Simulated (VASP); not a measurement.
# CdSe (Fm-3m) in VASP: a series of runs, part 2 of 2

VASP 6.6.1. The steps go on from the part before.

**3. Single point, r2SCAN**

This run uses another cell than the first one, of 21.84 Å³/atom, 1.045 times its volume.

POSCAR reads:

```
CdSe
1.0
    0.0000000000      2.7951794378      2.7951794378
    2.7951794378      0.0000000000      2.7951794378
    2.7951794378      2.7951794378      0.0000000000
Cd Se
1 1
Direct
    0.0000000000      0.0000000000      0.0000000000
    0.5000000000      0.5000000000      0.5000000000
```

INCAR.step1 reads:

```
PREC = Accurate ; ENCUT = 550
ISMEAR = 0 ; SIGMA = 0.01
LREAL = F ; LASPH = T
NELM = 120 ; NBANDS = 16
GGA = PE ; ALGO = Normal
EDIFF = 1E-5 ; LWAVE = T
LCHARG = F ; GGA_COMPAT = F
```

INCAR.step2 reads:

```
PREC = Accurate ; ENCUT = 550
EDIFF = 1E-6 ; ISMEAR = 0
SIGMA = 0.01 ; LREAL = F
LASPH = T ; NELM = 120
ALGO = Normal ; ISIF = 2
LWAVE = F ; LCHARG = F
METAGGA = R2SCAN ; LMIXTAU = T
NBANDS = 16 ; ISTART = 1
GGA_COMPAT = F
```

KPOINTS reads:

```
Automatic mesh
0
Gamma
  5 5 5
```

Potentials or basis: VASP PAW PBE potentials, release 64 (Cd, Se).

Command:

```bash
> cat potpaw_PBE.64/Cd/POTCAR potpaw_PBE.64/Se/POTCAR > POTCAR
> cp INCAR.step1 INCAR
> mpirun -np 1 vasp_std > vasp.out
> cp INCAR.step2 INCAR
> mpirun -np 1 vasp_std > vasp.out
```

OUTCAR:

```text
PREC = Accurate
   ENCUT = 550
   EDIFF = 1E-6
   ISMEAR = 0
   LREAL = F
   LASPH = T
   NELM = 120
   ISIF = 2
   METAGGA = R2SCAN
   ISTART = 1

 ion  position               nearest neighbor table
   1  0.000  0.000  0.000-   2 2.80   2 2.80   2 2.80   2 2.80   2 2.80   2 2.80
   2  0.500  0.500  0.500-   1 2.80   1 2.80   1 2.80   1 2.80   1 2.80   1 2.80

  LATTYP: Found a face centered cubic cell.
 ALAT       =     5.5903588756

  Lattice vectors:
[... 360 lines left out ...]
     16      18.8007      0.00000

------------------------ aborting loop because EDIFF is reached ----------------------------------------

  FORCE on cell =-STRESS in cart. coord.  units (eV):
  Direction    XX          YY          ZZ          XY          YZ          ZX
  --------------------------------------------------------------------------------------
  -------------------------------------------------------------------------------------
  Total        1.2632375      1.2632375      1.2632375     -0.0000000      0.0000000      0.0000000
  in kB       46.3379183     46.3379183     46.3379183     -0.0000000      0.0000000      0.0000000
  external PRESSURE =      46.3379183 kB  Pullay stress =       0.0000000 kB

 VOLUME and BASIS-vectors are now :
 -----------------------------------------------------------------------------
  energy-cutoff  :      550.00
  volume of cell :       43.68
      direct lattice vectors                 reciprocal lattice vectors
     0.000000000  2.795179438  2.795179438    -0.178879393  0.178879393  0.178879393
     2.795179438  0.000000000  2.795179438     0.178879393 -0.178879393  0.178879393
     2.795179438  2.795179438  0.000000000     0.178879393  0.178879393 -0.178879393

 POSITION                                       TOTAL-FORCE (eV/Angst)
 -----------------------------------------------------------------------------------
      0.00000      0.00000      0.00000         0.000000     -0.000000      0.000000
      2.79518      2.79518      2.79518        -0.000000      0.000000     -0.000000
 -----------------------------------------------------------------------------------
    total drift:                               -0.000000      0.000000      0.000000

  FREE ENERGIE OF THE ION-ELECTRON SYSTEM (eV)
  ---------------------------------------------------
  free  energy   TOTEN  =       -35.6391053910 eV

  energy  without entropy=      -35.6391053910  energy(sigma->0) =      -35.63910539
```

OUTCAR.step1:

```text
PREC = Accurate
   ENCUT = 550
   ISMEAR = 0
   LREAL = F
   LASPH = T
[... 394 lines left out ...]
 -----------------------------------------------------------------------------------
      0.00000      0.00000      0.00000        -0.000000      0.000000      0.000000
      2.79518      2.79518      2.79518         0.000000     -0.000000     -0.000000
 -----------------------------------------------------------------------------------
    total drift:                               -0.000000      0.000000      0.000000

  FREE ENERGIE OF THE ION-ELECTRON SYSTEM (eV)
  ---------------------------------------------------
  free  energy   TOTEN  =        -5.0914318201 eV

  energy  without entropy=       -5.0912812931  energy(sigma->0) =       -5.09135656
```

Wall time 24 s (1 thread of Intel Xeon 6975P-C (Granite Rapids), shared host); peak memory 0.17 GiB.

Results:

```
Free energy            : -35.6391 eV
Pressure               : 4.6 GPa
Band gap on the k mesh : 0.50 eV, indirect (least direct gap 1.81 eV)
```

Caveat: the PAW data sets were made with another functional, which shifts forces and pressure a little. r2SCAN opens gaps a little over a GGA but as a rule still falls short of measured ones.

**4. Single point, r2SCAN**

This run uses another cell than the first one, of 22.79 Å³/atom, 1.091 times its volume.

POSCAR reads:

```
CdSe
1.0
    0.0000000000      2.8351159683      2.8351159683
    2.8351159683      0.0000000000      2.8351159683
    2.8351159683      2.8351159683      0.0000000000
Cd Se
1 1
Direct
    0.0000000000      0.0000000000      0.0000000000
    0.5000000000      0.5000000000      0.5000000000
```

INCAR.step1 reads:

```
SYSTEM = CdSe
ALGO = Normal ; EDIFF = 1E-5
ENCUT = 550 ; GGA = PE
GGA_COMPAT = .False. ; ISMEAR = 0
LASPH = .True. ; LCHARG = .False.
LREAL = .False. ; LWAVE = .True.
NBANDS = 16 ; NELM = 120
PREC = Accurate ; SIGMA = 0.01
```

INCAR.step2 reads:

```
SYSTEM = CdSe
ALGO = Normal ; EDIFF = 1E-6
ENCUT = 550 ; GGA_COMPAT = .False.
ISIF = 2 ; ISMEAR = 0
ISTART = 1 ; LASPH = .True.
LCHARG = .False. ; LMIXTAU = .True.
LREAL = .False. ; LWAVE = .False.
METAGGA = R2SCAN ; NBANDS = 16
NELM = 120 ; PREC = Accurate
SIGMA = 0.01
```

KPOINTS reads:

```
k-points
0
Gamma
  5 5 5
  0 0 0
```

Command:

```bash
> cat potpaw_PBE.64/Cd/POTCAR potpaw_PBE.64/Se/POTCAR > POTCAR
> cp INCAR.step1 INCAR
> mpirun -np 1 vasp_std > vasp.out
> cp INCAR.step2 INCAR
> mpirun -np 1 vasp_std > vasp.out
```

Wall time 18 s (1 thread of Intel Xeon 6975P-C (Granite Rapids), shared host); peak memory 0.18 GiB.

It converged, with:

```
Free energy            : -35.6728 eV
Pressure               : 1.1 GPa
Band gap on the k mesh : 0.51 eV, indirect (least direct gap 1.53 eV)
```

Levels at points of the mesh, in eV from the valence-band top:
| k point | band 6 | band 7 | band 8 | band 9 | band 10 | band 11 | band 12 | band 13 |
| --- | --- | --- | --- | --- | --- | --- | --- | --- |
| (0.00, 0.00, 0.00) | -8.27 | -0.67 | -0.67 | -0.67 | 0.86 | 9.19 | 9.19 | 9.19 |

Caveat: the PAW data sets were made with another functional, which shifts forces and pressure a little.

**5. Single point, r2SCAN**

This run uses another cell than the first one, of 23.74 Å³/atom, 1.136 times its volume.

POSCAR reads:

```
CdSe
1.0
    0.0000000000      2.8739580000      2.8739580000
    2.8739580000      0.0000000000      2.8739580000
    2.8739580000      2.8739580000      0.0000000000
Cd Se
1 1
Direct
    0.0000000000      0.0000000000      0.0000000000
    0.5000000000      0.5000000000      0.5000000000
```

INCAR.step1 reads:

```
ALGO = Normal ; EDIFF = 1E-5
ENCUT = 550 ; GGA = PE
GGA_COMPAT = False ; ISMEAR = 0
LASPH = True ; LCHARG = False
LREAL = False ; LWAVE = True
NBANDS = 16 ; NELM = 120
PREC = Accurate ; SIGMA = 0.01
```

INCAR.step2 reads:

```
ALGO = Normal ; EDIFF = 1E-6
ENCUT = 550 ; GGA_COMPAT = False
ISIF = 2 ; ISMEAR = 0
ISTART = 1 ; LASPH = True
LCHARG = False ; LMIXTAU = True
LREAL = False ; LWAVE = False
METAGGA = R2SCAN ; NBANDS = 16
NELM = 120 ; PREC = Accurate
SIGMA = 0.01
```

KPOINTS reads:

```
k-points
0
Gamma
  5 5 5
```

Potentials or basis: VASP PAW PBE potentials, release 64 (Cd, Se).

Command:

```bash
> cat potpaw_PBE.64/Cd/POTCAR potpaw_PBE.64/Se/POTCAR > POTCAR
> cp INCAR.step1 INCAR
> mpirun -np 1 vasp_std > vasp.out
> cp INCAR.step2 INCAR
> mpirun -np 1 vasp_std > vasp.out
```

OUTCAR:

```text
EDIFF = 1E-6
   ENCUT = 550
   ISIF = 2
   ISMEAR = 0
   ISTART = 1
   LASPH = True
   LREAL = False
   METAGGA = R2SCAN
   NELM = 120
   PREC = Accurate

 ion  position               nearest neighbor table
   1  0.000  0.000  0.000-   2 2.87   2 2.87   2 2.87   2 2.87   2 2.87   2 2.87
   2  0.500  0.500  0.500-   1 2.87   1 2.87   1 2.87   1 2.87   1 2.87   1 2.87

  LATTYP: Found a face centered cubic cell.
 ALAT       =     5.7479160000

  Lattice vectors:

[... 358 lines left out ...]
     16      17.4876      0.00000

------------------------ aborting loop because EDIFF is reached ----------------------------------------

  FORCE on cell =-STRESS in cart. coord.  units (eV):
  Direction    XX          YY          ZZ          XY          YZ          ZX
  --------------------------------------------------------------------------------------
  -------------------------------------------------------------------------------------
  Total       -0.4983470     -0.4983470     -0.4983470      0.0000000      0.0000000      0.0000000
  in kB      -16.8178767    -16.8178767    -16.8178767      0.0000000      0.0000000      0.0000000
  external PRESSURE =     -16.8178767 kB  Pullay stress =       0.0000000 kB

 VOLUME and BASIS-vectors are now :
 -----------------------------------------------------------------------------
  energy-cutoff  :      550.00
  volume of cell :       47.48
      direct lattice vectors                 reciprocal lattice vectors
     0.000000000  2.873958000  2.873958000    -0.173976098  0.173976098  0.173976098
     2.873958000  0.000000000  2.873958000     0.173976098 -0.173976098  0.173976098
     2.873958000  2.873958000  0.000000000     0.173976098  0.173976098 -0.173976098

 POSITION                                       TOTAL-FORCE (eV/Angst)
 -----------------------------------------------------------------------------------
      0.00000      0.00000      0.00000        -0.000000      0.000000      0.000000
      2.87396      2.87396      2.87396         0.000000     -0.000000     -0.000000
 -----------------------------------------------------------------------------------
    total drift:                                0.000000     -0.000000     -0.000000

  FREE ENERGIE OF THE ION-ELECTRON SYSTEM (eV)
  ---------------------------------------------------
  free  energy   TOTEN  =       -35.6690444422 eV

  energy  without entropy=      -35.6690444422  energy(sigma->0) =      -35.66904444
```

OUTCAR.step1:

```text
EDIFF = 1E-5
   ENCUT = 550
   GGA = PE
   ISMEAR = 0
   LASPH = True
[... 393 lines left out ...]
 -----------------------------------------------------------------------------------
      0.00000      0.00000      0.00000        -0.000000      0.000000     -0.000000
      2.87396      2.87396      2.87396         0.000000     -0.000000      0.000000
 -----------------------------------------------------------------------------------
    total drift:                                0.000000     -0.000000     -0.000000

  FREE ENERGIE OF THE ION-ELECTRON SYSTEM (eV)
  ---------------------------------------------------
  free  energy   TOTEN  =        -5.1628766484 eV

  energy  without entropy=       -5.1628657721  energy(sigma->0) =       -5.16287121
```

Run time: 18 s. Hardware: 1 thread of Intel Xeon 6975P-C (Granite Rapids), shared host; peak memory 0.18 GiB.

Results:

| Property | Result |
| --- | --- |
| Free energy | -35.6690 eV |
| Pressure | -1.7 GPa |
| Band gap on the k mesh | 0.51 eV, indirect (least direct gap 1.28 eV) |

Caveat: the PAW data sets were made with another functional, which shifts forces and pressure a little. r2SCAN opens gaps a little over a GGA but as a rule still falls short of measured ones.

**6. Single point, r2SCAN**

This run uses another cell than the first one, of 24.69 Å³/atom, 1.182 times its volume.

POSCAR reads:

```
CdSe
1.0
    0.0000000000      2.9117775739      2.9117775739
    2.9117775739      0.0000000000      2.9117775739
    2.9117775739      2.9117775739      0.0000000000
Cd Se
1 1
Direct
    0.0000000000      0.0000000000      0.0000000000
    0.5000000000      0.5000000000      0.5000000000
```

INCAR.step1 reads:

```
SYSTEM = CdSe
ALGO = Normal ; EDIFF = 1E-5
ENCUT = 550 ; GGA = PE
GGA_COMPAT = .False. ; ISMEAR = 0
LASPH = .True. ; LCHARG = .False.
LREAL = .False. ; LWAVE = .True.
NBANDS = 16 ; NELM = 120
PREC = Accurate ; SIGMA = 0.01
```

INCAR.step2 reads:

```
SYSTEM = CdSe
ALGO = Normal ; EDIFF = 1E-6
ENCUT = 550 ; GGA_COMPAT = .False.
ISIF = 2 ; ISMEAR = 0
ISTART = 1 ; LASPH = .True.
LCHARG = .True. ; LELF = .True.
LMIXTAU = .True. ; LREAL = .False.
LVHAR = .True. ; LWAVE = .False.
METAGGA = R2SCAN ; NBANDS = 16
NELM = 120 ; PREC = Accurate
SIGMA = 0.01
```

KPOINTS reads:

```
k-points
0
Gamma
  5 5 5
  0 0 0
```

Potentials or basis: VASP PAW PBE potentials, release 64 (Cd, Se).

Command:

```bash
> cat potpaw_PBE.64/Cd/POTCAR potpaw_PBE.64/Se/POTCAR > POTCAR
> cp INCAR.step1 INCAR
> mpirun -np 1 vasp_std > vasp.out
> cp INCAR.step2 INCAR
> mpirun -np 1 vasp_std > vasp.out
```

OUTCAR:

```text
SYSTEM = CdSe
   EDIFF = 1E-6
   ENCUT = 550
   ISIF = 2
   ISMEAR = 0
   ISTART = 1
   LASPH = .True.
   LREAL = .False.
   METAGGA = R2SCAN
   NELM = 120
   PREC = Accurate

 ion  position               nearest neighbor table
   1  0.000  0.000  0.000-   2 2.91   2 2.91   2 2.91   2 2.91   2 2.91   2 2.91
   2  0.500  0.500  0.500-   1 2.91   1 2.91   1 2.91   1 2.91   1 2.91   1 2.91

  LATTYP: Found a face centered cubic cell.
 ALAT       =     5.8235551478

  Lattice vectors:

[... 361 lines left out ...]

  FORCE on cell =-STRESS in cart. coord.  units (eV):
  Direction    XX          YY          ZZ          XY          YZ          ZX
  --------------------------------------------------------------------------------------
  -------------------------------------------------------------------------------------
  Total       -1.1966653     -1.1966653     -1.1966653     -0.0000000      0.0000000     -0.0000000
  in kB      -38.8310100    -38.8310100    -38.8310100     -0.0000000      0.0000000     -0.0000000
  external PRESSURE =     -38.8310100 kB  Pullay stress =       0.0000000 kB

 VOLUME and BASIS-vectors are now :
 -----------------------------------------------------------------------------
  energy-cutoff  :      550.00
  volume of cell :       49.37
      direct lattice vectors                 reciprocal lattice vectors
     0.000000000  2.911777574  2.911777574    -0.171716413  0.171716413  0.171716413
     2.911777574  0.000000000  2.911777574     0.171716413 -0.171716413  0.171716413
     2.911777574  2.911777574  0.000000000     0.171716413  0.171716413 -0.171716413

 POSITION                                       TOTAL-FORCE (eV/Angst)
 -----------------------------------------------------------------------------------
      0.00000      0.00000      0.00000         0.000000      0.000000      0.000000
      2.91178      2.91178      2.91178         0.000000      0.000000      0.000000
 -----------------------------------------------------------------------------------
    total drift:                                0.000000     -0.000000     -0.000000

  FREE ENERGIE OF THE ION-ELECTRON SYSTEM (eV)
  ---------------------------------------------------
  free  energy   TOTEN  =       -35.6359143367 eV

  energy  without entropy=      -35.6359143367  energy(sigma->0) =      -35.63591434
```

Wall time 19 s (1 thread of Intel Xeon 6975P-C (Granite Rapids), shared host); peak memory 0.18 GiB.

Results:

```
Free energy            : -35.6359 eV
Pressure               : -3.9 GPa
Band gap on the k mesh : 0.50 eV, indirect (least direct gap 1.06 eV)
```

Levels at points of the mesh, in eV from the valence-band top:
| k point | band 7 | band 8 | band 9 | band 10 | band 11 | band 12 |
| --- | --- | --- | --- | --- | --- | --- |
| (0.00, 0.00, 0.00) | -0.54 | -0.54 | -0.54 | 0.52 | 9.12 | 9.12 |

Caveat: the PAW data sets were made with another functional, which shifts forces and pressure a little. A k mesh can miss the band edges.

**7. Overview**

| cell | gap on the mesh (eV) | pressure (GPa) |
| --- | --- | --- |
| a = 3.895 Å, angles 60.0°, 2 atoms | 0.48 | 9.1 |
| a = 3.953 Å, angles 60.0°, 2 atoms | 0.50 | 4.6 |
| a = 4.009 Å, angles 60.0°, 2 atoms | 0.51 | 1.1 |
| a = 4.064 Å, angles 60.0°, 2 atoms | 0.51 | -1.7 |
| a = 4.118 Å, angles 60.0°, 2 atoms | 0.50 | -3.9 |

Alike in all rows: task single point; level r2SCAN; potentials or basis VASP PAW PBE potentials, release 64 (Cd, Se); no spin polarisation; k mesh 5 × 5 × 5; cutoff (eV) 550; smearing gaussian 0.01 eV.

Caveats: the PAW data sets were made with another functional, which shifts forces and pressure a little.

Total energies depend on the potentials used, so only differences within one code and one set of settings carry meaning.
